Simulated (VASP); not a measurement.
# RbNa26F27 (a cell with a defect) in VASP: electric field gradients with PBE

Aim: the electric field gradients of RbNa26F27 (a cell with a defect) with PBE.

All numbers are computed with VASP 6.6.1; they aren't measurements. Logs are shortened: lines on timing, memory, paths and dates and some standing lists are left out, and cuts for length are marked.

### Step 1. The cell of the first run

The cell holds a defect, 54 atoms: a = 9.698 Å, b = 9.698 Å, c = 9.698 Å, α = 60.00°, β = 60.00°, γ = 60.00°.

### Step 2. Electric field gradients, PBE

INCAR

```
ALGO = Normal
EDIFF = 1E-8
ENCUT = 520
GGA = PE
ISIF = 2
ISMEAR = -1
LASPH = True
LCHARG = False
LEFG = True
LREAL = Auto
LUSENCCL = False
LWAVE = False
NBANDS = 223
NELM = 60
PREC = Accurate
SIGMA = 0.01
```

KPOINTS

```
k-points
0
Gamma
  3 3 3
```

POSCAR

```
RbNa26F27
1.0
    0.0000000000      6.8576829951      6.8576829951
    6.8576829951      0.0000000000      6.8576829951
    6.8576829951      6.8576829951      0.0000000000
Rb Na F
1 26 27
Direct
    0.0000000000      0.0000000000      0.0000000000
    0.0000000000      0.0000000000      0.3333333333
    0.0000000000      0.0000000000      0.6666666667
    0.0000000000      0.3333333333      0.0000000000
    0.0000000000      0.3333333333      0.3333333333
    0.0000000000      0.3333333333      0.6666666667
    0.0000000000      0.6666666667      0.0000000000
    0.0000000000      0.6666666667      0.3333333333
    0.0000000000      0.6666666667      0.6666666667
    0.3333333333      0.0000000000      0.0000000000
    0.3333333333      0.0000000000      0.3333333333
    0.3333333333      0.0000000000      0.6666666667
    0.3333333333      0.3333333333      0.0000000000
    0.3333333333      0.3333333333      0.3333333333
    0.3333333333      0.3333333333      0.6666666667
    0.3333333333      0.6666666667      0.0000000000
    0.3333333333      0.6666666667      0.3333333333
    0.3333333333      0.6666666667      0.6666666667
    0.6666666667      0.0000000000      0.0000000000
    0.6666666667      0.0000000000      0.3333333333
    0.6666666667      0.0000000000      0.6666666667
    0.6666666667      0.3333333333      0.0000000000
    0.6666666667      0.3333333333      0.3333333333
    0.6666666667      0.3333333333      0.6666666667
    0.6666666667      0.6666666667      0.0000000000
    0.6666666667      0.6666666667      0.3333333333
    0.6666666667      0.6666666667      0.6666666667
    0.1666666667      0.1666666667      0.1666666667
    0.1666666667      0.1666666667      0.5000000000
    0.1666666667      0.1666666667      0.8333333333
    0.1666666667      0.5000000000      0.1666666667
    0.1666666667      0.5000000000      0.5000000000
    0.1666666667      0.5000000000      0.8333333333
    0.1666666667      0.8333333333      0.1666666667
    0.1666666667      0.8333333333      0.5000000000
    0.1666666667      0.8333333333      0.8333333333
    0.5000000000      0.1666666667      0.1666666667
    0.5000000000      0.1666666667      0.5000000000
    0.5000000000      0.1666666667      0.8333333333
    0.5000000000      0.5000000000      0.1666666667
    0.5000000000      0.5000000000      0.5000000000
    0.5000000000      0.5000000000      0.8333333333
    0.5000000000      0.8333333333      0.1666666667
    0.5000000000      0.8333333333      0.5000000000
    0.5000000000      0.8333333333      0.8333333333
    0.8333333333      0.1666666667      0.1666666667
    0.8333333333      0.1666666667      0.5000000000
    0.8333333333      0.1666666667      0.8333333333
    0.8333333333      0.5000000000      0.1666666667
    0.8333333333      0.5000000000      0.5000000000
    0.8333333333      0.5000000000      0.8333333333
    0.8333333333      0.8333333333      0.1666666667
    0.8333333333      0.8333333333      0.5000000000
    0.8333333333      0.8333333333      0.8333333333
```

Potentials or basis: VASP PAW PBE potentials, release 64 (Rb_sv, Na_pv, F).

On the command line:

```bash
cat potpaw_PBE.64/Rb_sv/POTCAR potpaw_PBE.64/Na_pv/POTCAR potpaw_PBE.64/F/POTCAR > POTCAR
mpirun -np 1 vasp_std > vasp.out
```

OUTCAR:

```text
EDIFF = 1E-8
   ENCUT = 520
   GGA = PE
   ISIF = 2
   ISMEAR = -1
   LASPH = True
   LREAL = Auto
   NELM = 60
   PREC = Accurate

 ion  position               nearest neighbor table
   1  0.000  0.000  0.000-  30 2.29  34 2.29  36 2.29  46 2.29  48 2.29  52 2.29  10 3.23  12 3.23
                            16 3.23  19 3.23  20 3.23  22 3.23   2 3.23   3 3.23   4 3.23   6 3.23
   2  0.000  0.000  0.333-  34 2.29  46 2.29  35 2.29  28 2.29  47 2.29  53 2.29   1 3.23
   3  0.000  0.000  0.667-  36 2.29  48 2.29  29 2.29  47 2.29  35 2.29  54 2.29   1 3.23
   4  0.000  0.333  0.000-  30 2.29  46 2.29  33 2.29  28 2.29  49 2.29  51 2.29   1 3.23
   5  0.000  0.333  0.333-  28 2.29  47 2.29  49 2.29  29 2.29  31 2.29  50 2.29
   6  0.000  0.333  0.667-  29 2.29  30 2.29  48 2.29  51 2.29  50 2.29  32 2.29   1 3.23
   7  0.000  0.667  0.000-  36 2.29  52 2.29  31 2.29  49 2.29  33 2.29  54 2.29   1 3.23
   8  0.000  0.667  0.333-  31 2.29  34 2.29  52 2.29  53 2.29  32 2.29  50 2.29   1 3.23
   9  0.000  0.667  0.667-  54 2.29  35 2.29  33 2.29  51 2.29  53 2.29  32 2.29
  10  0.333  0.000  0.000-  30 2.29  34 2.29  28 2.29  39 2.29  43 2.29  45 2.29   1 3.23
  11  0.333  0.000  0.333-  28 2.29  35 2.29  43 2.29  37 2.29  29 2.29  44 2.29
  12  0.333  0.000  0.667-  29 2.29  30 2.29  36 2.29  45 2.29  44 2.29  38 2.29   1 3.23
  13  0.333  0.333  0.000-  28 2.29  33 2.29  39 2.29  37 2.29  31 2.29  42 2.29
  14  0.333  0.333  0.333-  29 2.29  31 2.29  37 2.29  32 2.29  38 2.29  40 2.29
  15  0.333  0.333  0.667-  30 2.29  32 2.29  33 2.29  38 2.29  39 2.29  41 2.29
  16  0.333  0.667  0.000-  31 2.29  34 2.29  36 2.29  45 2.29  42 2.29  40 2.29   1 3.23
  17  0.333  0.667  0.333-  34 2.29  32 2.29  35 2.29  40 2.29  43 2.29  41 2.29
  18  0.333  0.667  0.667-  36 2.29  35 2.29  33 2.29  42 2.29  44 2.29  41 2.29
[... 34 lines left out ...]
  53  0.833  0.833  0.500-  27 2.29  20 2.29   8 2.29   2 2.29  21 2.29   9 2.29
  54  0.833  0.833  0.833-   9 2.29  21 2.29  25 2.29  19 2.29   7 2.29   3 2.29

  LATTYP: Found a face centered cubic cell.
 ALAT       =    13.7153659902

  Lattice vectors:

 A1 = (   0.0000000000,   6.8576829951,   6.8576829951)
 A2 = (   6.8576829951,   0.0000000000,   6.8576829951)
 A3 = (   6.8576829951,   6.8576829951,   0.0000000000)

Analysis of symmetry for initial positions (statically):
=====================================================================
 Subroutine PRICEL returns:
 Original cell was already a primitive cell.

 Routine SETGRP: Setting up the symmetry group for a
 face centered cubic supercell.

 Subroutine GETGRP returns: Found 48 space group operations
 (whereof 48 operations were pure point group operations)
 out of a pool of 48 trial point group operations.

The static configuration has the point symmetry O_h .

Analysis of symmetry for dynamics (positions and initial velocities):
[... 1076 lines left out ...]
  in kB       75.4578832     75.4578832     75.4578832     -0.0000000     -0.0000000      0.0000000
  external PRESSURE =      75.4578832 kB  Pullay stress =       0.0000000 kB

 VOLUME and BASIS-vectors are now :
 -----------------------------------------------------------------------------
  energy-cutoff  :      520.00
  volume of cell :      645.00
      direct lattice vectors                 reciprocal lattice vectors
     0.000000000  6.857682995  6.857682995    -0.072910923  0.072910923  0.072910923
     6.857682995  0.000000000  6.857682995     0.072910923 -0.072910923  0.072910923
     6.857682995  6.857682995  0.000000000     0.072910923  0.072910923 -0.072910923

 POSITION                                       TOTAL-FORCE (eV/Angst)
 -----------------------------------------------------------------------------------
      0.00000      0.00000      0.00000        -0.000000      0.000000      0.000000
      2.28589      2.28589      0.00000         0.060306      0.060306      0.000000
      4.57179      4.57179      0.00000        -0.060306     -0.060306      0.000000
      2.28589      0.00000      2.28589         0.060306      0.000000      0.060306
      4.57179      2.28589      2.28589         0.007005     -0.007005     -0.007005
      6.85768      4.57179      2.28589        -0.000000     -0.060306      0.060306
[... 46 lines left out ...]
      9.14358      9.14358     11.42947        -0.009344     -0.009344      0.009344
     11.42947     11.42947     11.42947         0.009344      0.009344      0.009344
 -----------------------------------------------------------------------------------
    total drift:                                0.000000     -0.000000      0.000000

  FREE ENERGIE OF THE ION-ELECTRON SYSTEM (eV)
  ---------------------------------------------------
  free  energy   TOTEN  =      -226.8800425689 eV

  energy  without entropy=     -226.8800425689  energy(sigma->0) =     -226.88004257

 Electric field gradients (V/A^2)
---------------------------------------------------------------------
 ion       V_xx      V_yy      V_zz      V_xy      V_xz      V_yz
---------------------------------------------------------------------
   1       0.000    -0.000    -0.000     0.002     0.002     0.002
   2      -0.020    -0.020     0.040     0.627    -0.003    -0.003
   3      -0.020    -0.020     0.040     0.627    -0.003    -0.003
   4      -0.020     0.040    -0.020    -0.003     0.627    -0.003
   5      -0.000     0.000     0.000    -0.003    -0.003    -0.002
   6       0.040    -0.020    -0.020    -0.003    -0.003    -0.632
[... 46 lines left out ...]
  53       0.000     0.000    -0.000     0.289    -0.275    -0.275
  54      -0.000     0.000    -0.000     0.289     0.289     0.289
---------------------------------------------------------------------

 Electric field gradients after diagonalization (V/A^2)
 (convention: |V_zz| > |V_xx| > |V_yy|)
----------------------------------------------------------------------
 ion       V_xx      V_yy      V_zz     asymmetry (V_yy - V_xx)/ V_zz
----------------------------------------------------------------------
   1      -0.002    -0.002     0.003       0.000
   2       0.607     0.040    -0.647       0.877
   3       0.607     0.040    -0.647       0.877
   4       0.607     0.040    -0.647       0.877
   5       0.004     0.002    -0.006       0.325
   6       0.612     0.040    -0.652       0.878
[... 46 lines left out ...]
  53      -0.289    -0.270     0.559       0.033
  54      -0.289    -0.289     0.577       0.000
----------------------------------------------------------------------

           NMR quadrupolar parameters

 Cq : quadrupolar parameter    Cq=e*Q*V_zz/h
 eta: asymmetry parameters     (V_yy - V_xx)/ V_zz
 Q  : nuclear electric quadrupole moment in mb (millibarn)
----------------------------------------------------------------------
 ion       Cq(MHz)       eta       Q (mb)
----------------------------------------------------------------------
   1       0.000       0.000       1.000
   2      -0.002       0.877       1.000
   3      -0.002       0.877       1.000
   4      -0.002       0.877       1.000
   5      -0.000       0.325       1.000
   6      -0.002       0.878       1.000
[... 46 lines left out ...]
  53       0.001       0.033       1.000
  54       0.001       0.000       1.000
----------------------------------------------------------------------
```

It took 2.6 min on 1 × NVIDIA H100 80GB with 1 thread of Intel Xeon Platinum 8481C at 2.70GHz (Sapphire Rapids), shared host; peak memory 1.8 GiB.

What came out:

| Quantity | Value |
| --- | --- |
| Free energy | -226.8800 eV |
| Pressure | 7.5 GPa |
| Largest force | 2.523 eV/Å |
| Band gap on the k mesh | 5.79 eV |
| Largest electric field gradient by atom | Rb +0.0; Na -0.6, -0.0, -0.7, -0.8 (each value once); F +0.6, -32.5, -0.4, +0.0 (each value once) V/Å² |

Forces on the atoms (eV/Å):
```
Rb   0.000  0.000  0.000
Na   0.060  0.060  0.000
Na  -0.060 -0.060  0.000
Na   0.060  0.000  0.060
Na   0.007 -0.007 -0.007
Na   0.000 -0.060  0.060
Na  -0.060  0.000 -0.060
Na   0.000  0.060 -0.060
Na  -0.007  0.007  0.007
Na   0.000  0.060  0.060
Na  -0.007  0.007 -0.007
Na  -0.060  0.000  0.060
Na  -0.007 -0.007  0.007
Na   0.007  0.007  0.007
Na   0.000  0.000  0.007
Na  -0.060  0.060  0.000
Na   0.000  0.007  0.000
Na  -0.007  0.000  0.000
Na   0.000 -0.060 -0.060
Na   0.060  0.000 -0.060
Na   0.007 -0.007  0.007
Na   0.060 -0.060  0.000
Na   0.007  0.000  0.000
Na   0.000 -0.007  0.000
Na   0.007  0.007 -0.007
Na   0.000  0.000 -0.007
Na  -0.007 -0.007 -0.007
F   -0.009 -0.009 -0.009
F    0.009  0.009 -0.009
F    0.000  0.000  2.523
F    0.009 -0.009  0.009
F    0.000 -0.010 -0.010
F    0.010  0.000 -0.010
F    0.000  2.523  0.000
F    0.010 -0.010  0.000
F   -2.523  0.000  0.000
F   -0.009  0.009  0.009
F   -0.010  0.000 -0.010
F    0.000  0.010 -0.010
F   -0.010 -0.010  0.000
F    0.000  0.000  0.000
F    0.010  0.010  0.000
F    0.000 -0.010  0.010
F    0.010  0.000  0.010
F    0.009 -0.009 -0.009
F    2.523  0.000  0.000
F   -0.010  0.010  0.000
F    0.000 -2.523  0.000
F   -0.010  0.000  0.010
F    0.000  0.010  0.010
F   -0.009  0.009 -0.009
F    0.000  0.000 -2.523
F   -0.009 -0.009  0.009
F    0.009  0.009  0.009
```

Levels at points of the mesh, in eV from the valence-band top:
| k point | band 186 | band 187 | band 188 | band 189 | band 190 | band 191 | band 192 | band 193 | band 194 | band 195 |
| --- | --- | --- | --- | --- | --- | --- | --- | --- | --- | --- |
| (0.00, 0.00, 0.00) | -0.86 | -0.86 | -0.03 | -0.03 | -0.03 | 5.79 | 8.64 | 8.65 | 8.65 | 8.65 |

Electric field gradients, principal values (V/Å²):
```
 atom   least  middle  greatest (by size)
 1 Rb  -0.002  -0.002               0.003
 2 Na   0.040   0.607              -0.647
 3 Na   0.040   0.607              -0.647
 4 Na   0.040   0.607              -0.647
 5 Na   0.002   0.004              -0.006
 6 Na   0.040   0.612              -0.652
 7 Na   0.040   0.607              -0.647
 8 Na   0.040   0.612              -0.652
 9 Na   0.002   0.004              -0.006
10 Na   0.040   0.607              -0.647
11 Na   0.002   0.004              -0.006
12 Na   0.040   0.612              -0.652
13 Na   0.002   0.004              -0.006
14 Na   0.002   0.002              -0.004
15 Na   0.389   0.395              -0.784
16 Na   0.040   0.612              -0.652
17 Na   0.389   0.395              -0.784
18 Na   0.389   0.395              -0.784
19 Na   0.040   0.607              -0.647
20 Na   0.040   0.612              -0.652
21 Na   0.002   0.004              -0.006
22 Na   0.040   0.612              -0.652
23 Na   0.389   0.395              -0.784
24 Na   0.389   0.395              -0.784
25 Na   0.002   0.004              -0.006
26 Na   0.389   0.395              -0.784
27 Na   0.002   0.002              -0.004
 28 F  -0.289  -0.289               0.577
 29 F  -0.270  -0.289               0.559
 30 F  16.229  16.243             -32.472
 31 F  -0.270  -0.289               0.559
 32 F   0.142   0.240              -0.381
 33 F   0.129   0.239              -0.368
 34 F  16.229  16.243             -32.472
 35 F   0.129   0.239              -0.368
 36 F  16.229  16.243             -32.472
 37 F  -0.270  -0.289               0.559
 38 F   0.142   0.240              -0.381
 39 F   0.129   0.239              -0.368
 40 F   0.142   0.240              -0.381
 41 F  -0.007  -0.007               0.014
 42 F   0.142   0.240              -0.381
 43 F   0.129   0.239              -0.368
 44 F   0.142   0.240              -0.381
 45 F  -0.270  -0.289               0.559
 46 F  16.229  16.243             -32.472
 47 F   0.129   0.239              -0.368
 48 F  16.229  16.243             -32.472
 49 F   0.129   0.239              -0.368
 50 F   0.142   0.240              -0.381
 51 F  -0.270  -0.289               0.559
 52 F  16.229  16.243             -32.472
 53 F  -0.270  -0.289               0.559
 54 F  -0.289  -0.289               0.577
```

Caveat: without QUAD_EFG the Cq values of the log hold for a quadrupole moment of 1 mb, not for the nuclei.
